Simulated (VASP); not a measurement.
# AlN (Fm-3m) in VASP: a series of runs, part 2 of 2

VASP 6.6.1.

## (3) Single point, PBEsol+D3(BJ) (volume scaled by 1.02)

INCAR reads:

```
SYSTEM = AlN
ALGO = Normal
EDIFF = 1E-7
ENCUT = 520
GGA = PS
ISIF = 2
ISMEAR = 0
IVDW = 12
LASPH = .True.
LCHARG = .False.
LREAL = .False.
LWAVE = .False.
NBANDS = 11
NELM = 80
PREC = Accurate
SIGMA = 0.05
```

KPOINTS reads:

```
k-points
0
Gamma
  10 10 10
  0 0 0
```

POSCAR reads:

```
AlN
1.0
    0.0000000000      2.0216237077      2.0216237077
    2.0216237077      0.0000000000      2.0216237077
    2.0216237077      2.0216237077      0.0000000000
Al N
1 1
Direct
    0.0000000000      0.0000000000      0.0000000000
    0.5000000000      0.5000000000      0.5000000000
```

Potentials or basis: VASP PAW PBE potentials, release 64 (Al, N).

Run with:

```console
cat potpaw_PBE.64/Al/POTCAR potpaw_PBE.64/N/POTCAR > POTCAR
mpirun -np 1 vasp_std > vasp.out
```

It took 3.4 s on 1 thread of Intel Xeon 6975P-C (Granite Rapids), shared host; peak memory 0.14 GiB.

Results (log left out):

```yaml
Free_energy: -16.0222 eV
Pressure: -5.3 GPa
Band_gap_on_the_k_mesh: 4.56 eV, indirect (least direct gap 5.67 eV)
Dispersion_energy_per_atom: -0.287 eV
```

Levels at points of the mesh, in eV from the valence-band top:
```tsv
k point	band 1	band 2	band 3	band 4	band 5	band 6	band 7	band 8
(0.00, 0.00, 0.00)	-17.55	0.00	0.00	0.00	5.67	12.03	12.03	12.03
(0.50, 0.00, 0.00)	-14.25	-8.37	-1.09	-1.09	6.04	10.90	10.90	13.26
(0.50, 0.50, 0.00)	-13.25	-7.45	-2.82	-2.82	4.56	5.14	13.97	17.16
```

Caveat: the PAW data sets were made with another functional, which shifts forces and pressure a little. A k mesh can miss the band edges.

## (4) Single point, PBEsol+D3(BJ) (volume scaled by 0.96)

INCAR reads:

```
PREC = Accurate
ENCUT = 520
EDIFF = 1E-6
ISMEAR = 0
SIGMA = 0.05
LREAL = False
LASPH = True
NELM = 60
ALGO = Normal
ISIF = 2
LWAVE = False
LCHARG = False
GGA = PS
IVDW = 12
NBANDS = 11
```

KPOINTS reads:

```
regular mesh
0
Gamma
  10 10 10
```

POSCAR reads:

```
AlN
1.0
    0.0000000000      1.9811803371      1.9811803371
    1.9811803371      0.0000000000      1.9811803371
    1.9811803371      1.9811803371      0.0000000000
Al N
1 1
Direct
    0.0000000000      0.0000000000      0.0000000000
    0.5000000000      0.5000000000      0.5000000000
```

Run with:

```console
cat potpaw_PBE.64/Al/POTCAR potpaw_PBE.64/N/POTCAR > POTCAR
mpirun -np 1 vasp_std > vasp.out
```

Wall time 3.1 s (1 thread of Intel Xeon 6975P-C (Granite Rapids), shared host); peak memory 0.14 GiB.

Results (log left out):

| Quantity | Value |
| --- | --- |
| Free energy | -16.0036 eV |
| Pressure | 12.1 GPa |
| Band gap on the k mesh | 5.02 eV, indirect (least direct gap 6.57 eV) |
| Dispersion energy per atom | -0.305 eV |

Levels at points of the mesh, in eV from the valence-band top:
| k point | band 2 | band 3 | band 4 | band 5 | band 6 | band 7 |
| --- | --- | --- | --- | --- | --- | --- |
| (0.00, 0.00, 0.00) | 0.00 | 0.00 | 0.00 | 6.57 | 12.21 | 12.21 |
| (0.50, 0.00, 0.00) | -8.77 | -1.21 | -1.21 | 6.43 | 11.40 | 11.40 |
| (0.50, 0.50, 0.00) | -7.87 | -2.98 | -2.98 | 5.02 | 5.15 | 14.72 |

Caveat: the PAW data sets were made with another functional, which shifts forces and pressure a little.

## (5) Single point, PBEsol+D3(BJ) (volume scaled by 1.04)

INCAR reads:

```
SYSTEM = AlN
PREC = Accurate ; ENCUT = 520
EDIFF = 1E-7 ; ISMEAR = 0
SIGMA = 0.05 ; LREAL = .False.
LASPH = .True. ; NELM = 60
ALGO = Normal ; ISIF = 2
LWAVE = .False. ; LCHARG = .False.
GGA = PS ; IVDW = 12
NBANDS = 11
```

KPOINTS reads:

```
regular mesh
0
Gamma
  10 10 10
  0 0 0
```

POSCAR reads:

```
AlN
1.0
    0.0000000000      2.0347515023      2.0347515023
    2.0347515023      0.0000000000      2.0347515023
    2.0347515023      2.0347515023      0.0000000000
Al N
1 1
Direct
    0.0000000000      0.0000000000      0.0000000000
    0.5000000000      0.5000000000      0.5000000000
```

Potentials or basis: VASP PAW PBE potentials, release 64 (Al, N).

Run with:

```console
cat potpaw_PBE.64/Al/POTCAR potpaw_PBE.64/N/POTCAR > POTCAR
mpirun -np 1 vasp_std > vasp.out
```

OUTCAR:

```text
SYSTEM = AlN
   PREC = Accurate
   ENCUT = 520
   EDIFF = 1E-7
   ISMEAR = 0
   LREAL = .False.
   LASPH = .True.
   NELM = 60
   ISIF = 2
   GGA = PS
   IVDW = 12
 IVDW          = 12

 ion  position               nearest neighbor table
   1  0.000  0.000  0.000-   2 2.03   2 2.03   2 2.03   2 2.03   2 2.03   2 2.03
   2  0.500  0.500  0.500-   1 2.03   1 2.03   1 2.03   1 2.03   1 2.03   1 2.03

  LATTYP: Found a face centered cubic cell.
 ALAT       =     4.0695030046

  Lattice vectors:

 A1 = (   0.0000000000,   2.0347515023,   2.0347515023)
 A2 = (   2.0347515023,   0.0000000000,   2.0347515023)
 A3 = (   2.0347515023,   2.0347515023,   0.0000000000)

Analysis of symmetry for initial positions (statically):
=====================================================================
 Subroutine PRICEL returns:
 Original cell was already a primitive cell.

 Routine SETGRP: Setting up the symmetry group for a
 face centered cubic supercell.

 Subroutine GETGRP returns: Found 48 space group operations
 (whereof 48 operations were pure point group operations)
 out of a pool of 48 trial point group operations.

The static configuration has the point symmetry O_h .

Analysis of symmetry for dynamics (positions and initial velocities):
[... 174 lines left out ...]
      6      21.6016      0.00000
      7      21.6016      0.00000
      8      21.6016      0.00000
      9      26.6280      0.00000
     10      27.1835      0.00000
     11      27.1835      0.00000
[... 309 lines left out ...]
 k-point    24 :       0.4000    0.3000    0.0000
  band No.  band energies     occupation
      1      -4.7599      2.00000
      2       3.8317      2.00000
      3       6.8625      2.00000
      4       7.3784      2.00000
      5      15.5703      0.00000
      6      16.3814      0.00000
      7      21.5546      0.00000
      8      24.9136      0.00000
      9      25.6506      0.00000
     10      31.1523      0.00000
     11      33.9946      0.00000

 [... further k-points ...]

------------------------ aborting loop because EDIFF is reached ----------------------------------------

 Edisp (eV)   -0.56223

 E8    (eV) :    -0.3468

  FORCE on cell =-STRESS in cart. coord.  units (eV):
  Direction    XX          YY          ZZ          XY          YZ          ZX
  --------------------------------------------------------------------------------------
  -------------------------------------------------------------------------------------
  Total      -1.05624    -1.05624    -1.05624    -0.00000     0.00000    -0.00000
  in kB    -100.44045  -100.44045  -100.44045    -0.00000     0.00000    -0.00000
  external pressure =     -100.44 kB  Pullay stress =        0.00 kB

 VOLUME and BASIS-vectors are now :
 -----------------------------------------------------------------------------
  energy-cutoff  :      520.00
  volume of cell :       16.85
      direct lattice vectors                 reciprocal lattice vectors
     0.000000000  2.034751502  2.034751502    -0.245730252  0.245730252  0.245730252
     2.034751502  0.000000000  2.034751502     0.245730252 -0.245730252  0.245730252
     2.034751502  2.034751502  0.000000000     0.245730252  0.245730252 -0.245730252

 POSITION                                       TOTAL-FORCE (eV/Angst)
 -----------------------------------------------------------------------------------
      0.00000      0.00000      0.00000        -0.000000     -0.000000     -0.000000
      2.03475      2.03475      2.03475         0.000000      0.000000      0.000000
 -----------------------------------------------------------------------------------
    total drift:                               -0.000000     -0.000000      0.000000

  FREE ENERGIE OF THE ION-ELECTRON SYSTEM (eV)
  ---------------------------------------------------
  free  energy   TOTEN  =       -16.0068664816 eV

  energy  without entropy=      -16.0068664816  energy(sigma->0) =      -16.00686648
```

It took 3.4 s on 1 thread of Intel Xeon 6975P-C (Granite Rapids), shared host; peak memory 0.14 GiB.

Results:

```
Free energy                : -16.0069 eV
Pressure                   : -10.0 GPa
Band gap on the k mesh     : 4.37 eV, indirect (least direct gap 5.39 eV)
Dispersion energy per atom : -0.281 eV
```

Caveat: the PAW data sets were made with another functional, which shifts forces and pressure a little. A k mesh can miss the band edges.

## (6) The runs side by side

| cell | gap on the mesh (eV) | pressure (GPa) |
| --- | --- | --- |
| a = 2.821 Å, angles 60.0°, 2 atoms | 4.94 | 5.7 |
| a = 2.859 Å, angles 60.0°, 2 atoms | 4.56 | -5.3 |
| a = 2.802 Å, angles 60.0°, 2 atoms | 5.02 | 12.1 |
| a = 2.878 Å, angles 60.0°, 2 atoms | 4.37 | -10.0 |

Alike in all rows: task single point; level PBEsol+D3(BJ); potentials or basis VASP PAW PBE potentials, release 64 (Al, N); no spin polarisation; k mesh 10 × 10 × 10; cutoff (eV) 520; smearing gaussian 0.05 eV.

Caveats: the PAW data sets were made with another functional, which shifts forces and pressure a little.

Absolute energies hang on the potentials; compare differences alone.
